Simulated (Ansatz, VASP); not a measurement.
# One calculation of SiC, two programs

```xyz
2
Lattice="0.0000 2.1771 2.1771 2.1771 0.0000 2.1771 2.2670 2.2670 -0.0900" Properties=species:S:1:pos:R:3 pbc="T T T"
Si    0.0000    0.0000    0.0000
C     3.3331    3.3331    3.1981
```

Alike in both runs: task single point; functional PBEsol; k mesh 12 × 12 × 12; occupations gaussian, width 0.05 eV; no spin polarisation.

|  | VASP | Ansatz |
| --- | --- | --- |
| version | VASP 6.6.1 | Ansatz 0.2.0 |
| potentials or method | VASP PAW PBE potentials, release 64 (Si, C), cutoff 520 eV | scalar-relativistic, plane waves, PAW |
| valence electrons in the cell | 8 | 8 |

```csv
,VASP,Ansatz,Ansatz less VASP
gap on the k mesh at the Fermi level (eV),1.11,1.12,+0.012
least direct gap on the mesh (eV),4.03,4.04,+0.014
pressure (GPa),-10.3,-10.6,-0.33
"traceless stress, the component that is largest in VASP (GPa)",-8.98,-8.90,+0.075
rms of the force components (eV/Å),0.138,0.134,-0.0046
```

VASP's potentials were made for PBE, not for PBEsol, and Ansatz warns of the same on its side. Atom by atom the forces differ by 0.005 eV/Å (rms over components).
